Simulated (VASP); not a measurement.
# Rh in VASP: a series of runs, part 2 of 3

VASP 6.6.1. The steps go on from the part before.

**4. Single point, PBE**

This run uses another cell than the first one, of 15.32 Å³/atom.

INCAR

```
SYSTEM = Rh
  ALGO = Fast
  EDIFF = 1E-6
  ENCUT = 520
  GGA = PE
  ISIF = 2
  ISMEAR = 0
  LASPH = .True.
  LCHARG = .False.
  LREAL = .False.
  LWAVE = .False.
  NBANDS = 14
  NELM = 100
  PREC = Accurate
  SIGMA = 0.1
```

KPOINTS

```
k-points
0
Gamma
  24 24 22
  0 0 0
```

POSCAR

```
Rh
1.0
    2.6376802044      0.0000000000      0.0000000000
   -1.3188401022      2.2842980641      0.0000000000
    0.0000000000      0.0000000000      2.5427980263
Rh
1
Direct
    0.0000000000      0.0000000000      0.0000000000
```

Potentials or basis: VASP PAW PBE potentials, release 64 (Rh_pv).

Launch:

```console
$ cat potpaw_PBE.64/Rh_pv/POTCAR > POTCAR
$ mpirun -np 1 vasp_std > vasp.out
```

OUTCAR:

```text
SYSTEM = Rh
   EDIFF = 1E-6
   ENCUT = 520
   GGA = PE
   ISIF = 2
   ISMEAR = 0
   LASPH = .True.
   LREAL = .False.
   NELM = 100
   PREC = Accurate

 ion  position               nearest neighbor table
   1  0.000  0.000  0.000-

  LATTYP: Found a hexagonal cell.
 ALAT       =     2.6376802044
 C/A-ratio  =     0.9640281722

  Lattice vectors:

 A1 = (   2.6376802044,   0.0000000000,   0.0000000000)
 A2 = (  -1.3188401022,   2.2842980641,   0.0000000000)
 A3 = (   0.0000000000,   0.0000000000,   2.5427980263)

Analysis of symmetry for initial positions (statically):
=====================================================================
 Subroutine PRICEL returns:
 Original cell was already a primitive cell.

 Routine SETGRP: Setting up the symmetry group for a
 hexagonal supercell.

 Subroutine GETGRP returns: Found 24 space group operations
 (whereof 24 operations were pure point group operations)
 out of a pool of 24 trial point group operations.

The static configuration has the point symmetry D_6h.

Analysis of symmetry for dynamics (positions and initial velocities):
=====================================================================
 Subroutine PRICEL returns:
 Original cell was already a primitive cell.

 Routine SETGRP: Setting up the symmetry group for a
 hexagonal supercell.

 Subroutine GETGRP returns: Found 24 space group operations
 (whereof 24 operations were pure point group operations)
 out of a pool of 24 trial point group operations.

The dynamic configuration has the point symmetry D_6h.

 Subroutine INISYM returns: Found 24 space group operations
 (whereof 24 operations are pure point group operations),
 and found     1 'primitive' translations

----------------------------------------------------------------------------------------

                                     Primitive cell

  volume of cell :      15.3210

  direct lattice vectors                    reciprocal lattice vectors
     2.637680204  0.000000000  0.000000000     0.379121016  0.218885621  0.000000000
    -1.318840102  2.284298064  0.000000000     0.000000000  0.437771242  0.000000000
     0.000000000  0.000000000  2.542798026     0.000000000  0.000000000  0.393267570

  length of vectors
     2.637680204  2.637680204  2.542798026     0.437771242  0.437771242  0.393267570

  position of ions in fractional coordinates (direct lattice)
     0.000000000  0.000000000  0.000000000

  ion indices of the primitive-cell ions
   primitive index   ion index
                 1           1

----------------------------------------------------------------------------------------

 KPOINTS: k-points

Automatic generation of k-mesh.
 Grid dimensions read from file:
 generate k-points for:   24   24   22

 Generating k-lattice:

  Cartesian coordinates                     Fractional coordinates (reciprocal lattice)
     0.015796709  0.009120234  0.000000000     0.041666667  0.000000000  0.000000000
     0.000000000  0.018240468  0.000000000     0.000000000  0.041666667  0.000000000
     0.000000000  0.000000000  0.017875799     0.000000000  0.000000000  0.045454545

  Length of vectors
     0.018240468  0.018240468  0.017875799

  Shift w.r.t. Gamma in fractional coordinates (k-lattice)
     0.000000000  0.000000000  0.000000000

 Subroutine IBZKPT returns following result:
 ===========================================

 Found    732 irreducible k-points:

 Following reciprocal coordinates:
            Coordinates               Weight
  0.000000  0.000000  0.000000      1.000000
  0.041667  0.000000  0.000000      6.000000
  0.083333  0.000000  0.000000      6.000000
  0.125000  0.000000  0.000000      6.000000
  0.166667  0.000000  0.000000      6.000000
  0.208333  0.000000  0.000000      6.000000
[... 16 lines left out ...]
  0.416667  0.041667  0.000000     12.000000
  0.458333  0.041667  0.000000     12.000000
 [... further k-points ...]
   k-points           NKPTS =    732   k-points in BZ     NKDIM =    732   number of bands    NBANDS=     14
   number of dos      NEDOS =    301   number of ions     NIONS =      1
   total plane-waves  NPLWV =   8000
   dimension x,y,z NGX =    20 NGY =   20 NGZ =   20
   dimension x,y,z NGXF=    40 NGYF=   40 NGZF=   40
   ions per type =               1
   NGX,Y,Z   is equivalent  to a cutoff of  12.61, 12.61, 13.08 a.u.
   NGXF,Y,Z  is equivalent  to a cutoff of  25.21, 25.21, 26.15 a.u.
 SYSTEM =  Rh
   PREC   = accura    normal or accurate (medium, high low for compatibility)
   ISTART =      0    job   : 0-new  1-cont  2-samecut
   ICHARG =      2    charge: 1-file 2-atom 10-const
   ISPIN  =      1    spin polarized calculation?
   LNONCOLLINEAR =      F non collinear calculations
   LSORBIT =      F    spin-orbit coupling
   LASPH  =      T    aspherical Exc in radial PAW
   ENCUT  =  520.0 eV  38.22 Ry    6.18 a.u.   4.90  4.90  4.73*2*pi/ulx,y,z
   NELM   =    100;   NELMIN=  2; NELMDL= -5     # of ELM steps
   EDIFF  = 0.1E-05   stopping-criterion for ELM
   LREAL  =      F    real-space projection
   EDIFFG = 0.1E-04   stopping-criterion for IOM
   NSW    =      0    number of steps for IOM
   IBRION =     -1    ionic relax: 0-MD 1-quasi-New 2-CG
   NFREE  =      0    steps in history (QN), initial steepest desc. (CG)
   ISIF   =      2    stress and relaxation
   ISYM   =      2    0-nonsym 1-usesym 2-fastsym
   POTIM  = 0.5000    time-step for ionic-motion
   TEBEG  =    0.0;   TEEND  =   0.0 temperature during run
   PSTRESS=    0.0 pullay stress
   NELECT =      15.0000    total number of electrons
   NUPDOWN=      -1.0000    fix difference up-down
   EMIN   =  10.00;   EMAX   =-10.00  energy-range for DOS
   EFERMI =   0.00;   METHOD = LEGACY
   ISMEAR =     0;   SIGMA  =   0.10  broadening in eV -4-tet -1-fermi 0-gaus
   EFERMI_NEDOS =   21; number of points for ismear=-14 and -15
   IALGO  =     68    algorithm
   IMIX   =      4    mixing-type and parameters
     AMIX     =   0.40;   BMIX     =  1.00
     AMIX_MAG =   1.60;   BMIX_MAG =  1.00
  volume/ion in A,a.u.               =      15.32       103.39
  Fermi-wavevector in a.u.,A,eV,Ry     =   1.625585  3.071910 35.953753  2.642526
  Thomas-Fermi vector in A             =   2.718684
   LORBIT       =      0    0 simple, 1 ext, 2 COOP (PROOUT), +10 PAW based schemes
   GGA     = PE    functional components
   LHFCALC =     F    Hartree Fock is set to
   AEXX    =    0.0000 exact exchange contribution
   IVDW    =     0    specifies the selected vdW correction
   LEPSILON=     F    determine dielectric tensor
   LRPA    =     F    only Hartree local field effects (RPA)
 non-spin polarized calculation
 RMM-DIIS sequential band-by-band and
 Gauss-broadening in eV      SIGMA  =   0.10
  energy-cutoff  :      520.00
  volume of cell :       15.32
 maximum number of plane-waves:       429
 NGX is ok and might be reduce to    20
   NGX =  9   NGY =  9   NGZ =  9

 number of electron      15.0000006 magnetization

 Free energy of the ion-electron system (eV)
  ---------------------------------------------------
  ext. energy  EPLUGINS =         0.00000000
  ---------------------------------------------------
  free energy    TOTEN  =        -6.77013670 eV

  energy without entropy =       -6.76159971  energy(sigma->0) =       -6.76586821

 E-fermi :   9.9995     XC(G=0): -13.2503

 val. band max:        9.9967989988   @ k =   0.3333   0.1667   0.0455
 cond. band min:      10.0016259879   @ k =   0.2083   0.1250   0.1364
 fundamental gap:      0.0048269891
 Fermi energy:         9.9994799986

 k-point     1 :       0.0000    0.0000    0.0000
  band No.  band energies     occupation
      1     -36.0334      2.00000
      2     -36.0333      2.00000
      3     -35.9757      2.00000
      4       2.9492      2.00000
      5       4.8852      2.00000
      6       7.4504      2.00000
      7       7.4504      2.00000
      8      10.8618      0.00000
      9      10.8618      0.00000
     10      26.3325      0.00000
     11      26.5272      0.00000
     12      31.0973      0.00000
     13      32.9194      0.00000
     14      32.9194      0.00000
[... 375 lines left out ...]
 k-point    24 :       0.4583    0.0417    0.0000
  band No.  band energies     occupation
      1     -36.7107      2.00000
      2     -36.2042      2.00000
      3     -35.8990      2.00000
      4       4.5489      2.00000
      5       5.9764      2.00000
      6       8.6653      2.00000
      7      10.3601      0.00000
      8      10.3661      0.00000
      9      11.7575      0.00000
     10      17.8867      0.00000
     11      24.6852      0.00000
     12      29.3998      0.00000
     13      32.0340      0.00000
     14      33.5209      0.00000

 [... further k-points ...]

------------------------ aborting loop because EDIFF is reached ----------------------------------------

  FORCE on cell =-STRESS in cart. coord.  units (eV):
  Direction    XX          YY          ZZ          XY          YZ          ZX
  --------------------------------------------------------------------------------------
  -------------------------------------------------------------------------------------
  Total        0.0006307      0.0006307     -0.0064468     -0.0000000      0.0000000      0.0000000
  in kB        0.0659559      0.0659559     -0.6741699     -0.0000000      0.0000000      0.0000000
  external PRESSURE =      -0.1807527 kB  Pullay stress =       0.0000000 kB

 VOLUME and BASIS-vectors are now :
 -----------------------------------------------------------------------------
  energy-cutoff  :      520.00
  volume of cell :       15.32
      direct lattice vectors                 reciprocal lattice vectors
     2.637680204  0.000000000  0.000000000     0.379121016  0.218885621  0.000000000
    -1.318840102  2.284298064  0.000000000     0.000000000  0.437771242  0.000000000
     0.000000000  0.000000000  2.542798026     0.000000000  0.000000000  0.393267570

 POSITION                                       TOTAL-FORCE (eV/Angst)
 -----------------------------------------------------------------------------------
      0.00000      0.00000      0.00000        -0.000000      0.000000      0.000000
 -----------------------------------------------------------------------------------
    total drift:                               -0.000000      0.000000      0.000000

  FREE ENERGIE OF THE ION-ELECTRON SYSTEM (eV)
  ---------------------------------------------------
  free  energy   TOTEN  =        -6.7701366996 eV

  energy  without entropy=       -6.7615997123  energy(sigma->0) =       -6.76586821
```

stdout:

```text
POSCAR found type information on POSCAR Rh
 POSCAR found :  1 types and       1 ions
 scaLAPACK will be used
 LDA part: xc-table for (Slater+PW92), standard interpolation
 POSCAR, INCAR and KPOINTS ok, starting setup
 FFT: planning ... GRIDC
 FFT: planning ... GRID_SOFT
 FFT: planning ... GRID
 WAVECAR not read
 entering main loop
```

Run time: 2.4 min. Hardware: 1 thread of Intel Xeon 8259CL, shared host; peak memory 0.25 GiB.

What came out:

```yaml
Free_energy: -6.7701 eV
Pressure: 0.0 GPa
Band_gap_on_the_k_mesh: zero (an odd number of electrons rules out a gap without spin polarisation)
```

Levels at points of the mesh, in eV from the Fermi level:
| k point | band 4 | band 5 | band 6 | band 7 | band 8 | band 9 | band 10 | band 11 | band 12 | band 13 |
| --- | --- | --- | --- | --- | --- | --- | --- | --- | --- | --- |
| (0.00, 0.00, 0.00) | -7.05 | -5.11 | -2.55 | -2.55 | 0.86 | 0.86 | 16.33 | 16.53 | 21.10 | 22.92 |
| (0.50, 0.00, 0.00) | -5.51 | -4.02 | -1.35 | 0.39 | 0.94 | 1.24 | 7.82 | 14.94 | 19.32 | 22.90 |
| (0.00, 0.00, 0.50) | -4.74 | -2.11 | -2.11 | -1.02 | -1.02 | -0.25 | 6.24 | 19.58 | 22.90 | 22.90 |
| (0.50, 0.00, 0.50) | -5.46 | -4.58 | -1.86 | 1.40 | 2.12 | 6.65 | 6.79 | 15.09 | 15.66 | 18.14 |

(Part 2 of 3 ends here.)
